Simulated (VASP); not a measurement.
Crystal: SiCl3.

```
CELL_PARAMETERS angstrom
4.38534 0.00000 0.00000
-2.19267 3.79782 0.00000
0.00000 0.00000 6.33580
ATOMIC_POSITIONS crystal
Si 0.00000 0.00000 0.50000
Cl 0.50000 0.00000 0.44050
Cl 0.00000 0.50000 0.44050
Cl 0.50000 0.50000 0.44050
```

The cell was built from a structure type or drawn by symmetry, and may not be a known phase.

```yaml
Program: VASP 6.6.1
Task: relaxation of cell and atoms
Functional: PBE
Potentials_or_basis: VASP PAW PBE potentials, release 64 (Si, Cl)
Cutoff: 600 eV
k_mesh: 6 × 6 × 4
Occupations: gaussian, width 0.1 eV
Spin: no spin polarisation
```

At the start: pressure 43.8 GPa; volume 26.38 Å³/atom.

Task: Where does the relaxation end?

Result: Over 12 steps the energy falls by 2324.9 meV/atom and the volume is 42.20 Å³/atom (+60.0 %); space group P6mm (No. 183, to 0.1 Å) before, P6/mmm (No. 191, to 0.1 Å).

The path:
```tsv
step	energy change (eV)	largest force (eV/Å)	pressure (GPa)	volume (Å³)
1	0.0000	3.2216	43.82	105.52
2	-7.4866	0.6890	-3.57	245.53
3	-9.1606	0.5721	0.20	173.99
4	-9.1604	0.5961	-0.25	176.87
5	-9.1798	0.5510	-0.28	176.74
6	-9.2261	0.4180	-0.43	176.32
7	-9.2678	0.1757	-0.79	175.41
8	-9.2917	0.1222	-0.24	171.11
9	-9.2954	0.0938	0.12	168.68
10	-9.2965	0.0819	0.10	168.70
11	-9.2988	0.0482	0.07	168.73
12	-9.2997	0.0199	-0.01	168.80
```

Final structure:
```yaml
crystal:
  lattice:
    - [5.66459, 0.00000, 0.00000]
    - [-2.83230, 4.90568, 0.00000]
    - [0.00000, 0.00000, 6.07451]
  atoms:
    - { symbol: Si, position: [0.00000, 0.00000, 0.45294] }
    - { symbol: Cl, position: [0.50000, 0.00000, 0.45619] }
    - { symbol: Cl, position: [0.00000, 0.50000, 0.45619] }
    - { symbol: Cl, position: [0.50000, 0.50000, 0.45619] }
```

Caveat: the volume moved by over 15 % at a fixed basis, so the end points are rough; an odd number of electrons without spin polarisation forces a metal; a magnetic or distorted state may lie lower.
